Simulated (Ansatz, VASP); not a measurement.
# Two plane-wave programs on CsC16

The input INCAR:

```
SYSTEM = CsC16
PREC     = Accurate       ! precision mode
ENCUT    = 520            ! plane-wave cutoff, eV
EDIFF    = 1E-6           ! SCF threshold, eV
ISMEAR   = 0              ! smearing method
SIGMA    = 0.1            ! smearing width, eV
LREAL    = Auto         
LASPH    = .TRUE.         ! aspherical terms in the spheres
NELM     = 80             ! most SCF steps
ALGO     = Normal         ! electronic algorithm
ISIF     = 2              ! what is computed and relaxed
LWAVE    = .FALSE.        ! write WAVECAR
LCHARG   = .TRUE.         ! write CHGCAR
GGA      = PE             ! functional
IVDW     = 12             ! dispersion correction
LELF     = .TRUE.         ! ELF
LVHAR    = .TRUE.       
NBANDS   = 50             ! bands
```

KPOINTS

```
Automatic mesh
0
G
  6 6 2
  0 0 0
```

The input POSCAR:

```
CsC16
1.0
    4.9120360200      0.0000000000      0.0000000000
   -2.4560180100      4.2539479800      0.0000000000
    0.0000000000      0.0000000000      8.4266116500
Cs C
1 16
Direct
    0.0000000000      0.0000000000      0.0000000000
    0.3333333300      0.1666666700      0.7118289100
    0.3333333300      0.6666666700      0.7118289100
    0.8333333300      0.1666666700      0.7118289100
    0.8333333300      0.6666666700      0.7118289100
    0.1666666700      0.3333333300      0.7118289100
    0.1666666700      0.8333333300      0.7118289100
    0.6666666700      0.3333333300      0.7118289100
    0.6666666700      0.8333333300      0.7118289100
    0.3333333300      0.1666666700      0.2881710900
    0.3333333300      0.6666666700      0.2881710900
    0.8333333300      0.1666666700      0.2881710900
    0.8333333300      0.6666666700      0.2881710900
    0.1666666700      0.3333333300      0.2881710900
    0.1666666700      0.8333333300      0.2881710900
    0.6666666700      0.3333333300      0.2881710900
    0.6666666700      0.8333333300      0.2881710900
```

Input for Ansatz:

```yaml
crystal:
  lattice:
    - [4.91203602, 0.0, 0.0]
    - [-2.45601801, 4.25394798, 0.0]
    - [0.0, 0.0, 8.42661165]
  atoms:
    - { symbol: Cs, position: [0.0, 0.0, 0.0] }
    - { symbol: C, position: [0.33333333, 0.16666667, 0.71182891] }
    - { symbol: C, position: [0.33333333, 0.66666667, 0.71182891] }
    - { symbol: C, position: [0.83333333, 0.16666667, 0.71182891] }
    - { symbol: C, position: [0.83333333, 0.66666667, 0.71182891] }
    - { symbol: C, position: [0.16666667, 0.33333333, 0.71182891] }
    - { symbol: C, position: [0.16666667, 0.83333333, 0.71182891] }
    - { symbol: C, position: [0.66666667, 0.33333333, 0.71182891] }
    - { symbol: C, position: [0.66666667, 0.83333333, 0.71182891] }
    - { symbol: C, position: [0.33333333, 0.16666667, 0.28817109] }
    - { symbol: C, position: [0.33333333, 0.66666667, 0.28817109] }
    - { symbol: C, position: [0.83333333, 0.16666667, 0.28817109] }
    - { symbol: C, position: [0.83333333, 0.66666667, 0.28817109] }
    - { symbol: C, position: [0.16666667, 0.33333333, 0.28817109] }
    - { symbol: C, position: [0.16666667, 0.83333333, 0.28817109] }
    - { symbol: C, position: [0.66666667, 0.33333333, 0.28817109] }
    - { symbol: C, position: [0.66666667, 0.83333333, 0.28817109] }
basis:
  ecutwfc: 420
kpoints:
  mp_grid: { grid: [6, 6, 2] }
hamiltonian:
  xc: pbe
  dispersion: d3bj
scf:
  occupations: { method: gaussian, width: 0.1 }
  lower_state_search: "off"
output:
  forces: true
  stress: true
  eigenvalues: true
```

Alike in both runs: task single point; functional PBE; dispersion D3(BJ); k mesh 6 × 6 × 2; occupations gaussian, width 0.1 eV; no spin polarisation.

|  | VASP | Ansatz |
| --- | --- | --- |
| version | VASP 6.6.1 | Ansatz 0.2.0 |
| potentials or method | VASP PAW PBE potentials, release 64 (Cs_sv, C), cutoff 520 eV | scalar-relativistic, plane waves, PAW |
| valence electrons in the cell | 73 | 73 |

|  | VASP | Ansatz | Ansatz less VASP |
| --- | --- | --- | --- |
| gap on the k mesh at the Fermi level (eV) | none | none | - |
| pressure (GPa) | 11.4 | 10.9 | -0.47 |
| traceless stress, the component that is largest in VASP (GPa) | 7.19 | 7.41 | +0.219 |
| rms of the force components (eV/Å) | 0.417 | 0.412 | -0.0054 |

Atom by atom the forces differ by 0.006 eV/Å (rms over components). A gap of «none» marks a metal or a gap that the smearing closes.

The k mesh is coarse, so the values compare programs but aren't converged. Spin-orbit coupling is off throughout.
